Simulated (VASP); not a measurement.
Mo2C3, 5 atoms in the cell. Symmetry: R-3m, No. 166, trigonal system. The conventional cell has a = 3.065 Å, b = 3.065 Å, c = 25.109 Å, α = 90.00°, β = 90.00°, γ = 120.00°. Within 2.7 Å of Mo (site symmetry 3m) lie 6 C at 2.03 to 2.24 Å. C (site symmetry -3m) has 6 Mo at 2.24 Å and 6 C at 2.96 Å within 3.0 Å. Within 2.7 Å of C (site symmetry 3m) lie 3 Mo at 2.03 Å. 

```yaml
Program: VASP 6.6.1
Task: single point
Functional: PBE
Potentials_or_basis: VASP PAW PBE potentials, release 64 (Mo_sv, C)
Cutoff: 520 eV
k_mesh: 12 × 12 × 12
Occupations: gaussian, width 0.02 eV
Spin: no spin polarisation
Dipole_correction: no
Further_INCAR_settings: ALGO = Normal; EDIFF = 1e-06; NBANDS = 28
```

Potentials or basis: VASP PAW PBE potentials, release 64 (Mo_sv, C).

Command:

```sh
$ cat potpaw_PBE.64/Mo_sv/POTCAR potpaw_PBE.64/C/POTCAR > POTCAR
$ mpirun -np 1 vasp_std > vasp.out
```

Hardware: 1 thread of AMD EPYC 9R45 96-Core Processor (Zen 5), on a shared host.

Problem. Estimate the wall time of this run.

Solution. Run time: 23 min on 1 thread of AMD EPYC 9R45 96-Core Processor (Zen 5) (shared host), peak memory 0.71 GiB. Counts: scf iterations 15, k points 189.
